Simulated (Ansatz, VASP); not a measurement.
## Two plane-wave programs on GaN

```
CELL_PARAMETERS angstrom
3.18309 0.00000 0.00000
-1.59154 2.75664 0.00000
0.00000 0.00000 5.18352
ATOMIC_POSITIONS crystal
Ga 0.33333 0.66667 0.00001
Ga 0.66667 0.33333 0.50001
N 0.33333 0.66667 0.37679
N 0.66667 0.33333 0.87679
```

Alike in both runs: functional r2SCAN; k mesh 8 × 8 × 5; no spin polarisation.

Ansatz relaxed the structure, and its values are those at the end. VASP's run is a single point on that final structure, the one shown.

```csv
,VASP,Ansatz
version,VASP 6.6.1,Ansatz 0.2.0
potentials or method,"VASP PAW PBE potentials, release 64 (Ga_d, N_h), cutoff 910 eV","scalar-relativistic, plane waves, PAW"
occupations,"gaussian, width 0.01 eV",fixed
valence electrons in the cell,36,36
```

|  | VASP | Ansatz | Ansatz less VASP |
| --- | --- | --- | --- |
| gap on the k mesh at the Fermi level (eV) | 2.34 | 2.35 | +0.010 |
| least direct gap on the mesh (eV) | 2.34 | 2.35 | +0.010 |

VASP's potentials were made for PBE, not for r2SCAN.

Noted on VASP's run: the cutoff is short for stress, so the pressure is rough.
